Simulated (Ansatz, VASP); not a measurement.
**SnO: VASP beside Ansatz**

```
CELL_PARAMETERS angstrom
3.88849 0.00000 0.00000
0.00000 3.88849 0.00000
0.00000 0.00000 4.98276
ATOMIC_POSITIONS crystal
Sn 0.50000 0.00000 0.76463
Sn 0.00000 0.50000 0.23537
O 0.00000 0.00000 0.00000
O 0.50000 0.50000 0.00000
```

Alike in both runs: task single point; functional b88 exchange, pbe correlation; k mesh 7 × 7 × 6; occupations fermi-dirac, width 0.05 eV; no spin polarisation.

|  | VASP | Ansatz |
| --- | --- | --- |
| version | VASP 6.6.1 | Ansatz 0.2.0 |
| potentials or method | VASP PAW PBE potentials, release 64 (Sn_d, O) | Ansatz PAW |
| plane-wave cutoff (eV) | 600 | 420 |
| valence electrons in the cell | 40 | 40 |

Ansatz gave:

| Property | Result |
| --- | --- |
| gap on the k mesh at the Fermi level (eV) | 0.59 |
| least direct gap on the mesh (eV) | 2.01 |
| pressure (GPa) | -1.8 |
| traceless stress, the component that is largest in VASP (GPa) | 0.22 |
| rms of the force components (eV/Å) | 0.171 |

**Question.** Estimate VASP's values.

**Answer.** gap on the k mesh at the Fermi level (eV): 0.60; least direct gap on the mesh (eV): 1.98; pressure (GPa): -1.7; traceless stress, the component that is largest in VASP (GPa): 0.25; rms of the force components (eV/Å): 0.143.

VASP's potentials were made for PBE, not for b88 exchange, pbe correlation. Atom by atom the forces differ by 0.028 eV/Å (rms over components).

Noted on Ansatz's run: odd divisions of the mesh miss points on the zone boundary, where band edges often lie, so the gap on the mesh can be too wide.
